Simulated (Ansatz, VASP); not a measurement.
# Two plane-wave programs on Si

The input INCAR:

```
PREC = Accurate ; ENCUT = 600
EDIFF = 1E-6 ; ISMEAR = 0
SIGMA = 0.15 ; LREAL = F
LASPH = T ; NELM = 60
ALGO = Normal ; ISIF = 3
LWAVE = F ; LCHARG = F
IBRION = 2 ; NSW = 100
EDIFFG = -0.01
```

File KPOINTS:

```
regular mesh
0
Gamma
  12 12 8
```

The input POSCAR:

```
Si
1.0
    2.6510666862      0.0000000000      0.0000000000
   -1.3255333431      2.2958910974      0.0000000000
    0.0000000000      0.0000000000      4.5417424135
Si
2
Direct
    0.3238790356      0.6375649606      0.2376999167
    0.6761209644      0.3624350394      0.7623000833
```

Input for Ansatz:

```yaml
crystal:
  lattice:
    - [2.6510666862, 0.0, 0.0]
    - [-1.3255333431, 2.2958910974, 0.0]
    - [0.0, 0.0, 4.5417424135]
  atoms:
    - { symbol: Si, position: [0.3238790356, 0.6375649606, 0.2376999167] }
    - { symbol: Si, position: [0.6761209644, 0.3624350394, 0.7623000833] }
basis:
  ecutwfc: 420
kpoints:
  mp_grid: { grid: [12, 12, 8] }
hamiltonian:
  xc: lda
scf:
  occupations: { method: gaussian, width: 0.15 }
output:
  forces: true
  stress: true
  eigenvalues: true
  write_density: true
  write_potential: true
  elf: true
  volumetric_format: npy
relax:
  adjacent_minimum: "off"
  f_tol: 0.01
  max_steps: 80
  cell: { stress_tol: 0.1 }
```

Change from the starting cell: all atoms moved at random, sigma 0.05 Å a component; relaxed back.

Alike in both runs: task relaxation of cell and atoms; functional LDA; k mesh 12 × 12 × 8; occupations gaussian, width 0.15 eV; no spin polarisation.

|  | VASP | Ansatz |
| --- | --- | --- |
| version | VASP 6.6.1 | Ansatz 0.2.0 |
| potentials or method | VASP PAW LDA potentials, release 64 (Si), cutoff 600 eV | scalar-relativistic, plane waves, PAW |
| valence electrons in the cell | 8 | 8 |

Ansatz gave:

* gap on the k mesh at the Fermi level, each at its own relaxed structure (eV): none
* relaxed volume (Å³/atom): 14.59
* relaxed cell length with the largest relative difference (Å): 2.578

Q: Which values does VASP return?

A: gap on the k mesh at the Fermi level, each at its own relaxed structure (eV): none; relaxed volume (Å³/atom): 14.60; relaxed cell length with the largest relative difference (Å): 2.580.

LDA's correlation is that of Perdew and Zunger in VASP and of Perdew and Wang (1992) in Ansatz. A gap of «none» marks a metal or a gap that the smearing closes.
